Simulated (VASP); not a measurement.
# LiF (P6_3mc) in VASP: notebook, part 2 of 2

VASP 6.6.1.

**4. Single point, LDA**

This run uses another cell than the first one, of the same volume but with other edges.

INCAR

```
ALGO = Normal ; EDIFF = 1E-6
ENCUT = 520 ; GGA = CA
ISIF = 2 ; ISMEAR = 0
LASPH = True ; LCHARG = False
LREAL = False ; LWAVE = False
NBANDS = 18 ; NELM = 60
PREC = Accurate ; SIGMA = 0.05
```

KPOINTS

```
k-points
0
Gamma
  9 9 6
```

POSCAR

```
LiF
1.0
    2.9984347243      0.0000000000      0.0000000000
   -1.4992173621      2.5967206428      0.0000000000
    0.0000000000      0.0000000000      4.7579162205
Li F
2 2
Direct
    0.3333333333      0.6666666667      0.4026947866
    0.6666666667      0.3333333333      0.9026947866
    0.3333333333      0.6666666667      0.9910195924
    0.6666666667      0.3333333333      0.4910195924
```

Potentials or basis: VASP PAW LDA potentials, release 64 (Li_sv, F).

Launch:

```
cat potpaw_LDA.64/Li_sv/POTCAR potpaw_LDA.64/F/POTCAR > POTCAR
mpirun -np 1 vasp_std > vasp.out
```

OUTCAR:

```text
EDIFF = 1E-6
   ENCUT = 520
   GGA = CA
   ISIF = 2
   ISMEAR = 0
   LASPH = True
   LREAL = False
   NELM = 60
   PREC = Accurate

 ion  position               nearest neighbor table
   1  0.333  0.667  0.403-   4 1.78   4 1.78   4 1.78   3 1.96
   2  0.667  0.333  0.903-   3 1.78   3 1.78   3 1.78   4 1.96
   3  0.333  0.667  0.991-   2 1.78   2 1.78   2 1.78   1 1.96
   4  0.667  0.333  0.491-   1 1.78   1 1.78   1 1.78   2 1.96

  LATTYP: Found a hexagonal cell.
 ALAT       =     2.9984347243
 C/A-ratio  =     1.5868000000

  Lattice vectors:

 A1 = (   2.9984347243,   0.0000000000,   0.0000000000)
 A2 = (  -1.4992173621,   2.5967206428,   0.0000000000)
 A3 = (   0.0000000000,   0.0000000000,   4.7579162205)

Analysis of symmetry for initial positions (statically):
=====================================================================
 Subroutine PRICEL returns:
 Original cell was already a primitive cell.

 Routine SETGRP: Setting up the symmetry group for a
 hexagonal supercell.

 Subroutine GETGRP returns: Found 12 space group operations
 (whereof  6 operations were pure point group operations)
 out of a pool of 24 trial point group operations.

The static configuration has the point symmetry C_3v.
 The point group associated with its full space group is C_6v.

Analysis of symmetry for dynamics (positions and initial velocities):
=====================================================================
 Subroutine PRICEL returns:
 Original cell was already a primitive cell.

 Routine SETGRP: Setting up the symmetry group for a
 hexagonal supercell.

 Subroutine GETGRP returns: Found 12 space group operations
 (whereof  6 operations were pure point group operations)
 out of a pool of 24 trial point group operations.

The dynamic configuration has the point symmetry C_3v.
 The point group associated with its full space group is C_6v.

 Subroutine INISYM returns: Found 12 space group operations
 (whereof  6 operations are pure point group operations),
 and found     1 'primitive' translations

----------------------------------------------------------------------------------------

                                     Primitive cell

  volume of cell :      37.0456

  direct lattice vectors                    reciprocal lattice vectors
     2.998434724  0.000000000  0.000000000     0.333507344  0.192550555  0.000000000
    -1.499217362  2.596720643  0.000000000     0.000000000  0.385101109  0.000000000
     0.000000000  0.000000000  4.757916221     0.000000000  0.000000000  0.210176042

  length of vectors
     2.998434724  2.998434724  4.757916221     0.385101109  0.385101109  0.210176042

  position of ions in fractional coordinates (direct lattice)
     0.333333333  0.666666667  0.402694787
     0.666666667  0.333333333  0.902694787
     0.333333333  0.666666667  0.991019592
     0.666666667  0.333333333  0.491019592

  ion indices of the primitive-cell ions
   primitive index   ion index
                 1           1
                 2           2
                 3           3
                 4           4

[... 25 lines left out ...]

 Following reciprocal coordinates:
            Coordinates               Weight
  0.000000  0.000000  0.000000      1.000000
  0.111111 -0.000000  0.000000      6.000000
  0.222222 -0.000000  0.000000      6.000000
  0.333333 -0.000000  0.000000      6.000000
  0.444444 -0.000000  0.000000      6.000000
  0.111111  0.111111  0.000000      6.000000
[... 16 lines left out ...]
  0.333333  0.222222  0.166667     24.000000
  0.333333  0.333333  0.166667      4.000000
 [... further k-points ...]
   k-points           NKPTS =     48   k-points in BZ     NKDIM =     48   number of bands    NBANDS=     18
   number of dos      NEDOS =    301   number of ions     NIONS =      4
   total plane-waves  NPLWV =  20736
   dimension x,y,z NGX =    24 NGY =   24 NGZ =   36
   dimension x,y,z NGXF=    48 NGYF=   48 NGZF=   72
   ions per type =               2   2
   NGX,Y,Z   is equivalent  to a cutoff of  13.31, 13.31, 12.58 a.u.
   NGXF,Y,Z  is equivalent  to a cutoff of  26.61, 26.61, 25.16 a.u.
 SYSTEM =  unknown system
   PREC   = accura    normal or accurate (medium, high low for compatibility)
   ISTART =      0    job   : 0-new  1-cont  2-samecut
   ICHARG =      2    charge: 1-file 2-atom 10-const
   ISPIN  =      1    spin polarized calculation?
   LNONCOLLINEAR =      F non collinear calculations
   LSORBIT =      F    spin-orbit coupling
   LASPH  =      T    aspherical Exc in radial PAW
   ENCUT  =  520.0 eV  38.22 Ry    6.18 a.u.   5.58  5.58  8.85*2*pi/ulx,y,z
   NELM   =     60;   NELMIN=  2; NELMDL= -5     # of ELM steps
   EDIFF  = 0.1E-05   stopping-criterion for ELM
   LREAL  =      F    real-space projection
   EDIFFG = 0.1E-04   stopping-criterion for IOM
   NSW    =      0    number of steps for IOM
   IBRION =     -1    ionic relax: 0-MD 1-quasi-New 2-CG
   NFREE  =      0    steps in history (QN), initial steepest desc. (CG)
   ISIF   =      2    stress and relaxation
   ISYM   =      2    0-nonsym 1-usesym 2-fastsym
   POTIM  = 0.5000    time-step for ionic-motion
   TEBEG  =    0.0;   TEEND  =   0.0 temperature during run
   PSTRESS=    0.0 pullay stress
   NELECT =      20.0000    total number of electrons
   NUPDOWN=      -1.0000    fix difference up-down
   EMIN   =  10.00;   EMAX   =-10.00  energy-range for DOS
   EFERMI =   0.00;   METHOD = LEGACY
   ISMEAR =     0;   SIGMA  =   0.05  broadening in eV -4-tet -1-fermi 0-gaus
   EFERMI_NEDOS =   21; number of points for ismear=-14 and -15
   IALGO  =     38    algorithm
   IMIX   =      4    mixing-type and parameters
     AMIX     =   0.40;   BMIX     =  1.00
     AMIX_MAG =   1.60;   BMIX_MAG =  1.00
  volume/ion in A,a.u.               =       9.26        62.50
  Fermi-wavevector in a.u.,A,eV,Ry     =   1.333028  2.519058 24.177060  1.776964
  Thomas-Fermi vector in A             =   2.461918
   LORBIT       =      0    0 simple, 1 ext, 2 COOP (PROOUT), +10 PAW based schemes
   GGA     = CA    functional components
   LHFCALC =     F    Hartree Fock is set to
   AEXX    =    0.0000 exact exchange contribution
   IVDW    =     0    specifies the selected vdW correction
   LEPSILON=     F    determine dielectric tensor
   LRPA    =     F    only Hartree local field effects (RPA)
 non-spin polarized calculation
 Gauss-broadening in eV      SIGMA  =   0.05
  energy-cutoff  :      520.00
  volume of cell :       37.05
 maximum number of plane-waves:      1020
 NGX is ok and might be reduce to    24

 number of electron      20.0000012 magnetization

 Free energy of the ion-electron system (eV)
  ---------------------------------------------------
  ext. energy  EPLUGINS =         0.00000000
  ---------------------------------------------------
  free energy    TOTEN  =       -20.75991525 eV

  energy without entropy =      -20.75991525  energy(sigma->0) =      -20.75991525

 E-fermi :  -2.0603     XC(G=0):  -9.8667

 val. band max:       -2.3273305113   @ k =   0.0000   0.0000   0.0000
 cond. band min:       5.4276777366   @ k =   0.0000   0.0000   0.0000
 fundamental gap:      7.7550082479
 Fermi energy:        -2.0602820959

 k-point     1 :       0.0000    0.0000    0.0000
  band No.  band energies     occupation
      1     -41.5687      2.00000
      2     -41.5113      2.00000
      3     -21.5621      2.00000
      4     -21.2362      2.00000
      5      -4.9786      2.00000
      6      -2.9962      2.00000
[... 481 lines left out ...]
      5      -4.7923      2.00000
      6      -3.8116      2.00000
[... 10 lines left out ...]
     17      16.1629      0.00000
     18      19.3468      0.00000

 [... further k-points ...]

------------------------ aborting loop because EDIFF is reached ----------------------------------------

  FORCE on cell =-STRESS in cart. coord.  units (eV):
  Direction    XX          YY          ZZ          XY          YZ          ZX
  --------------------------------------------------------------------------------------
  -------------------------------------------------------------------------------------
  Total        0.6697720      0.6697720     -0.9966229      0.0000000      0.0000000      0.0000000
  in kB       28.9668306     28.9668306    -43.1027335      0.0000000      0.0000000      0.0000000
  external PRESSURE =       4.9436425 kB  Pullay stress =       0.0000000 kB

 VOLUME and BASIS-vectors are now :
 -----------------------------------------------------------------------------
  energy-cutoff  :      520.00
  volume of cell :       37.05
      direct lattice vectors                 reciprocal lattice vectors
     2.998434724  0.000000000  0.000000000     0.333507344  0.192550555  0.000000000
    -1.499217362  2.596720643  0.000000000     0.000000000  0.385101109  0.000000000
     0.000000000  0.000000000  4.757916221     0.000000000  0.000000000  0.210176042

 POSITION                                       TOTAL-FORCE (eV/Angst)
 -----------------------------------------------------------------------------------
     -0.00000      1.73115      1.91599         0.000000      0.000000     -0.314459
      1.49922      0.86557      4.29495         0.000000      0.000000     -0.314459
     -0.00000      1.73115      4.71519        -0.000000      0.000000      0.314459
      1.49922      0.86557      2.33623        -0.000000     -0.000000      0.314459
 -----------------------------------------------------------------------------------
    total drift:                                0.000000      0.000000      0.001181

  FREE ENERGIE OF THE ION-ELECTRON SYSTEM (eV)
  ---------------------------------------------------
  free  energy   TOTEN  =       -20.7599152534 eV

  energy  without entropy=      -20.7599152534  energy(sigma->0) =      -20.75991525
```

OSZICAR:

```text
N       E                     dE             d eps       ncg     rms          rms(c)
DAV:   1     0.117045327674E+03    0.11705E+03   -0.10867E+04  1736   0.121E+03
DAV:   2    -0.120383595174E+02   -0.12908E+03   -0.12653E+03  2028   0.299E+02
DAV:   3    -0.220698258395E+02   -0.10031E+02   -0.99705E+01  3192   0.616E+01
DAV:   4    -0.221778341012E+02   -0.10801E+00   -0.10785E+00  2178   0.750E+00
DAV:   5    -0.221790499274E+02   -0.12158E-02   -0.12157E-02  2272   0.659E-01    0.699E+00
DAV:   6    -0.207884486566E+02    0.13906E+01   -0.35550E+00  1788   0.146E+01    0.217E+00
DAV:   7    -0.207695078758E+02    0.18941E-01   -0.11156E-01  1962   0.240E+00    0.138E+00
DAV:   8    -0.207607050110E+02    0.88029E-02   -0.41423E-02  2342   0.195E+00    0.315E-01
DAV:   9    -0.207597538985E+02    0.95111E-03   -0.51136E-03  1964   0.605E-01    0.833E-02
DAV:  10    -0.207599199425E+02   -0.16604E-03   -0.25768E-04  1854   0.137E-01    0.251E-02
DAV:  11    -0.207599154457E+02    0.44968E-05   -0.16568E-05  2360   0.406E-02    0.567E-03
DAV:  12    -0.207599152534E+02    0.19234E-06   -0.68110E-07  1556   0.837E-03
   1 F= -.20759915E+02 E0= -.20759915E+02  d E =-.237462E-16
```

stdout:

```text
POSCAR found type information on POSCAR LiF
 POSCAR found :  2 types and       4 ions
 scaLAPACK will be used
 LDA part: xc-table for (Slater(with rela. corr.)+CA(PZ))
 , standard interpolation
 POSCAR, INCAR and KPOINTS ok, starting setup
 FFT: planning ... GRIDC
 FFT: planning ... GRID_SOFT
 FFT: planning ... GRID
 WAVECAR not read
 entering main loop
```

Run time: 22 s. Hardware: 1 thread of AMD EPYC 7R13 (Zen 3), shared host; peak memory 0.12 GiB.

What came out:

```
Free energy            : -20.7599 eV
Largest force          : 0.314 eV/Å
Band gap on the k mesh : 7.75 eV
```

Forces in eV/Å, atoms in the order of the input:
```
Li   0.000  0.000 -0.314
Li   0.000  0.000 -0.314
F    0.000  0.000  0.314
F    0.000  0.000  0.314
```

Levels at points of the mesh, in eV from the valence-band top:
| k point | band 6 | band 7 | band 8 | band 9 | band 10 | band 11 | band 12 | band 13 | band 14 | band 15 |
| --- | --- | --- | --- | --- | --- | --- | --- | --- | --- | --- |
| (0.00, 0.00, 0.00) | -0.67 | -0.67 | -0.33 | -0.33 | 0.00 | 7.75 | 12.02 | 15.54 | 18.58 | 18.58 |
| (0.00, 0.00, 0.50) | -1.42 | -0.50 | -0.50 | -0.50 | -0.50 | 9.54 | 9.54 | 17.53 | 17.53 | 18.87 |

Caveat: the cutoff is under 1.25 times the usual one of these potentials, so pressure, stress and relaxed cells hold a basis-set (Pulay) error; an odd mesh through Γ misses points on the zone boundary, where band edges can lie.

**5. Summary**

```csv
cell,gap on the mesh (eV),largest force (eV/Å)
"a = 3.098, b = 3.098, c = 4.458 Å, angles 90.0, 90.0, 120.0°, 4 atoms, atomic positions A",7.67,0.04
"a = 2.998, b = 2.998, c = 4.758 Å, angles 90.0, 90.0, 120.0°, 4 atoms, atomic positions B",7.67,0.37
"a = 2.998, b = 2.998, c = 4.758 Å, angles 90.0, 90.0, 120.0°, 4 atoms, atomic positions A",7.75,0.31
```

Alike in all rows: task single point; level LDA; potentials or basis VASP PAW LDA potentials, release 64 (Li_sv, F); no spin polarisation; k mesh 9 × 9 × 6; cutoff (eV) 520; smearing gaussian 0.05 eV.

Caveats: the cutoff is under 1.25 times the usual one of these potentials, so pressure, stress and relaxed cells hold a basis-set (Pulay) error; an odd mesh through Γ misses points on the zone boundary, where band edges can lie.

Absolute energies hang on the potentials; compare differences alone.
